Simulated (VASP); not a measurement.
# IrO (F-43m) in VASP: further runs

IrO is run at these levels: r2SCAN; tasks: single point.

Program: VASP 6.6.1. These are calculated values, not measurements. Logs are shortened: lines on timing, memory, paths and dates and some standing lists are left out, and cuts for length are marked.

## (1) The cell of the first run

It takes space group F-43m (No. 216, cubic). The conventional cell has a = 4.730 Å, b = 4.730 Å, c = 4.730 Å, α = 90.00°, β = 90.00°, γ = 90.00°. Within 2.7 Å of Ir (site symmetry -43m) lie 4 O at 2.05 Å. Within 2.7 Å of O (site symmetry -43m) lie 4 Ir at 2.05 Å.

## (2) Single point, r2SCAN

The input, POSCAR:

```
IrO
1.0
    0.0000000000      2.3648116834      2.3648116834
    2.3648116834      0.0000000000      2.3648116834
    2.3648116834      2.3648116834      0.0000000000
Ir O
1 1
Direct
    0.0000000000      0.0000000000      0.0000000000
    0.2500000000      0.2500000000      0.2500000000
```

The input, INCAR.step1:

```
ALGO = Normal
EDIFF = 1E-5
ENCUT = 660
GGA = PE
GGA_COMPAT = F
ISMEAR = 0
LASPH = T
LCHARG = F
LREAL = F
LWAVE = T
NBANDS = 18
NELM = 120
PREC = Accurate
SIGMA = 0.1
```

The input, INCAR.step2:

```
ALGO = Normal
EDIFF = 1E-6
ENCUT = 660
GGA_COMPAT = F
ISIF = 2
ISMEAR = 0
ISTART = 1
LASPH = T
LCHARG = T
LELF = T
LMIXTAU = T
LREAL = F
LVHAR = T
LWAVE = F
METAGGA = R2SCAN
NBANDS = 18
NELM = 120
PREC = Accurate
SIGMA = 0.1
```

The input, KPOINTS:

```
k-points
0
Gamma
  16 16 16
```

Potentials or basis: VASP PAW PBE potentials, release 64 (Ir_sv_GW, O).

Started as:

```sh
> cat potpaw_PBE.64/Ir_sv_GW/POTCAR potpaw_PBE.64/O/POTCAR > POTCAR
> cp INCAR.step1 INCAR
> mpirun -np 1 vasp_std > vasp.out
> cp INCAR.step2 INCAR
> mpirun -np 1 vasp_std > vasp.out
```

OUTCAR:

```text
EDIFF = 1E-6
   ENCUT = 660
   ISIF = 2
   ISMEAR = 0
   ISTART = 1
   LASPH = T
   LREAL = F
   METAGGA = R2SCAN
   NELM = 120
   PREC = Accurate

 ion  position               nearest neighbor table
   1  0.000  0.000  0.000-   2 2.05   2 2.05   2 2.05   2 2.05
   2  0.250  0.250  0.250-   1 2.05   1 2.05   1 2.05   1 2.05

  LATTYP: Found a face centered cubic cell.
 ALAT       =     4.7296233668

  Lattice vectors:

 A1 = (   0.0000000000,   2.3648116834,   2.3648116834)
 A2 = (   2.3648116834,   0.0000000000,   2.3648116834)
 A3 = (   2.3648116834,   2.3648116834,   0.0000000000)

Analysis of symmetry for initial positions (statically):
=====================================================================
 Subroutine PRICEL returns:
 Original cell was already a primitive cell.

 Routine SETGRP: Setting up the symmetry group for a
 face centered cubic supercell.

 Subroutine GETGRP returns: Found 24 space group operations
 (whereof 24 operations were pure point group operations)
 out of a pool of 48 trial point group operations.

The static configuration has the point symmetry T_d .

Analysis of symmetry for dynamics (positions and initial velocities):
=====================================================================
 Subroutine PRICEL returns:
 Original cell was already a primitive cell.

 Routine SETGRP: Setting up the symmetry group for a
 face centered cubic supercell.

 Subroutine GETGRP returns: Found 24 space group operations
 (whereof 24 operations were pure point group operations)
 out of a pool of 48 trial point group operations.

The dynamic configuration has the point symmetry T_d .

 Subroutine INISYM returns: Found 24 space group operations
 (whereof 24 operations are pure point group operations),
 and found     1 'primitive' translations

----------------------------------------------------------------------------------------

                                     Primitive cell

  volume of cell :      26.4496

  direct lattice vectors                    reciprocal lattice vectors
     0.000000000  2.364811683  2.364811683    -0.211433326  0.211433326  0.211433326
     2.364811683  0.000000000  2.364811683     0.211433326 -0.211433326  0.211433326
     2.364811683  2.364811683  0.000000000     0.211433326  0.211433326 -0.211433326

  length of vectors
     3.344348755  3.344348755  3.344348755     0.366213263  0.366213263  0.366213263

  position of ions in fractional coordinates (direct lattice)
     0.000000000  0.000000000  0.000000000
     0.250000000  0.250000000  0.250000000

  ion indices of the primitive-cell ions
   primitive index   ion index
[... 74 lines left out ...]
   EDIFF  = 0.1E-05   stopping-criterion for ELM
   LREAL  =      F    real-space projection
   EDIFFG = 0.1E-04   stopping-criterion for IOM
   NSW    =      0    number of steps for IOM
   IBRION =     -1    ionic relax: 0-MD 1-quasi-New 2-CG
   NFREE  =      0    steps in history (QN), initial steepest desc. (CG)
   ISIF   =      2    stress and relaxation
   ISYM   =      2    0-nonsym 1-usesym 2-fastsym
   POTIM  = 0.5000    time-step for ionic-motion
   TEBEG  =    0.0;   TEEND  =   0.0 temperature during run
   PSTRESS=    0.0 pullay stress
   NELECT =      23.0000    total number of electrons
   NUPDOWN=      -1.0000    fix difference up-down
   EMIN   =  10.00;   EMAX   =-10.00  energy-range for DOS
   EFERMI =   0.00;   METHOD = LEGACY
   ISMEAR =     0;   SIGMA  =   0.10  broadening in eV -4-tet -1-fermi 0-gaus
   EFERMI_NEDOS =   21; number of points for ismear=-14 and -15
   IALGO  =     38    algorithm
   IMIX   =      4    mixing-type and parameters
     AMIX     =   0.40;   BMIX     =  1.00
     AMIX_MAG =   1.60;   BMIX_MAG =  1.00
  volume/ion in A,a.u.               =      13.22        89.25
  Fermi-wavevector in a.u.,A,eV,Ry     =   1.562587  2.952861 33.221049  2.441678
  Thomas-Fermi vector in A             =   2.665484
   LORBIT       =      0    0 simple, 1 ext, 2 COOP (PROOUT), +10 PAW based schemes
   METAGGA = R2SCAN    functional components
   LHFCALC =     F    Hartree Fock is set to
   AEXX    =    0.0000 exact exchange contribution
   IVDW    =     0    specifies the selected vdW correction
   LEPSILON=     F    determine dielectric tensor
   LRPA    =     F    only Hartree local field effects (RPA)
 non-spin polarized calculation
 Gauss-broadening in eV      SIGMA  =   0.10
  energy-cutoff  :      660.00
  volume of cell :       26.45
 maximum number of plane-waves:      1036
   NGX = 13   NGY = 13   NGZ = 13

 number of electron      22.9999998 magnetization

 Free energy of the ion-electron system (eV)
  ---------------------------------------------------
  ext. energy  EPLUGINS =         0.00000000
  ---------------------------------------------------
  free energy    TOTEN  =       -57.53696362 eV

  energy without entropy =      -57.52786266  energy(sigma->0) =      -57.53241314

 E-fermi :   8.0075     XC(G=0): -13.0517

 val. band max:        7.9925497682   @ k =   0.3125   0.2500   0.0625
 cond. band min:       8.0107280148   @ k =   0.4375   0.3125   0.0000
 fundamental gap:      0.0181782466
 Fermi energy:         8.0075189181

 k-point     1 :       0.0000    0.0000    0.0000
  band No.  band energies     occupation
      1     -86.9678      2.00000
      2     -43.2039      2.00000
      3     -43.2039      2.00000
      4     -43.2039      2.00000
      5     -14.9861      2.00000
      6      -0.7018      2.00000
[... 481 lines left out ...]
      5     -14.9331      2.00000
      6      -0.8183      2.00000
[... 10 lines left out ...]
     17      22.1006      0.00000
     18      25.6123      0.00000

 [... further k-points ...]

------------------------ aborting loop because EDIFF is reached ----------------------------------------

  FORCE on cell =-STRESS in cart. coord.  units (eV):
  Direction    XX          YY          ZZ          XY          YZ          ZX
  --------------------------------------------------------------------------------------
  -------------------------------------------------------------------------------------
  Total       -0.0843213     -0.0843213     -0.0843213      0.0000000      0.0000000     -0.0000000
  in kB       -5.1077342     -5.1077342     -5.1077342      0.0000000      0.0000000     -0.0000000
  external PRESSURE =      -5.1077342 kB  Pullay stress =       0.0000000 kB

 VOLUME and BASIS-vectors are now :
 -----------------------------------------------------------------------------
  energy-cutoff  :      660.00
  volume of cell :       26.45
      direct lattice vectors                 reciprocal lattice vectors
     0.000000000  2.364811683  2.364811683    -0.211433326  0.211433326  0.211433326
     2.364811683  0.000000000  2.364811683     0.211433326 -0.211433326  0.211433326
     2.364811683  2.364811683  0.000000000     0.211433326  0.211433326 -0.211433326

 POSITION                                       TOTAL-FORCE (eV/Angst)
 -----------------------------------------------------------------------------------
      0.00000      0.00000      0.00000         0.000000     -0.000000     -0.000000
      1.18241      1.18241      1.18241        -0.000000      0.000000      0.000000
 -----------------------------------------------------------------------------------
    total drift:                                0.000000      0.000000      0.000000

  FREE ENERGIE OF THE ION-ELECTRON SYSTEM (eV)
  ---------------------------------------------------
  free  energy   TOTEN  =       -57.5369636236 eV

  energy  without entropy=      -57.5278626563  energy(sigma->0) =      -57.53241314
```

OSZICAR.step1:

```text
N       E                     dE             d eps       ncg     rms          rms(c)
DAV:   1     0.195321964180E+03    0.19532E+03   -0.16896E+04  5244   0.154E+03
DAV:   2    -0.107124285787E+02   -0.20603E+03   -0.20270E+03  6674   0.429E+02
DAV:   3    -0.159596995744E+02   -0.52473E+01   -0.51820E+01  5772   0.647E+01
DAV:   4    -0.159813767116E+02   -0.21677E-01   -0.21655E-01  5678   0.450E+00
DAV:   5    -0.159814647018E+02   -0.87990E-04   -0.87986E-04  5582   0.274E-01    0.448E+01
DAV:   6    -0.137258036585E+02    0.22557E+01   -0.16461E+01  5310   0.308E+01    0.373E+01
DAV:   7    -0.130675583032E+02    0.65825E+00   -0.26959E+00  5290   0.139E+01    0.213E+01
DAV:   8    -0.130353452114E+02    0.32213E-01   -0.33526E-01  5330   0.428E+00    0.125E+00
DAV:   9    -0.130293563194E+02    0.59889E-02   -0.19151E-02  5494   0.112E+00    0.659E-01
DAV:  10    -0.130290017526E+02    0.35457E-03   -0.15156E-03  5380   0.274E-01    0.161E-01
DAV:  11    -0.130289273263E+02    0.74426E-04   -0.62362E-05  5454   0.894E-02    0.712E-02
DAV:  12    -0.130289173327E+02    0.99936E-05   -0.37244E-05  5212   0.437E-02
   1 F= -.13028917E+02 E0= -.13024129E+02  d E =-.957597E-02
```

Run time: 5 min. Hardware: 1 thread of Intel Xeon Platinum 8488C (Sapphire Rapids), shared host; peak memory 0.24 GiB.

Results:

```yaml
Free_energy: -57.5370 eV
Pressure: -0.5 GPa
Band_gap_on_the_k_mesh: zero (an odd number of electrons rules out a gap without spin polarisation)
```

Caveat: the PAW data sets were made with another functional, which shifts forces and pressure a little; spin-orbit coupling is left out, which moves the levels of the heavy elements; an odd number of electrons without spin polarisation forces a metal; a magnetic or distorted state may lie lower.

(Continued in part 2 of 2.)
